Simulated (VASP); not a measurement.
K: relaxation of cell and atoms with PBEsol

K:

```
K
1.0
     4.25485    0.00000    0.00000
     0.00000    4.25485    0.00000
     0.00000    0.00000    4.25485
K
1
Direct
  0.00000 0.00000 0.00000
```

```
Program                : VASP 6.6.1
Task                   : relaxation of cell and atoms
Functional             : PBEsol
Potentials or basis    : VASP PAW PBE potentials, release 64 (K_sv)
Cutoff                 : 600 eV
k mesh                 : 9 × 9 × 9
Occupations            : fermi-dirac, width 0.1 eV
Spin                   : no spin polarisation
Dipole correction      : no
Further INCAR settings : ALGO = Normal; EDIFF = 1e-07; IBRION = 2; EDIFFG = -0.005; NSW = 60; ISIF = 3
```

| Quantity | Value |
| --- | --- |
| Relaxed volume | 76.45 Å³/atom |
| Relaxed cell | a = 4.244 Å, b = 4.244 Å, c = 4.244 Å, α = 90.00°, β = 90.00°, γ = 90.00° |
| Space group after relaxing (to 0.05 Å) | Pm-3m (No. 221) |
| Energy gained by relaxing | 0.1 meV/atom |
| Ionic steps | 3 |
| Pressure after relaxing | 0.0 GPa |

Final structure:
```
K
1.0
     4.24409    0.00000    0.00000
     0.00000    4.24409    0.00000
     0.00000    0.00000    4.24409
K
1
Direct
  0.00000 0.00000 0.00000
```

Levels at points of the mesh, in eV from the Fermi level:
```csv
k point,band 3,band 4,band 5,band 6,band 7,band 8
"(0.00, 0.00, 0.00)",-15.67,-15.67,-2.10,2.90,2.90,6.27
```

It took 19 s on 1 thread of Intel(R) Xeon(R) 6975P-C (Granite Rapids), with other jobs on the host, peak memory 0.21 GiB.

Caveat: the PAW data sets were made with another functional, which shifts forces and pressure a little.
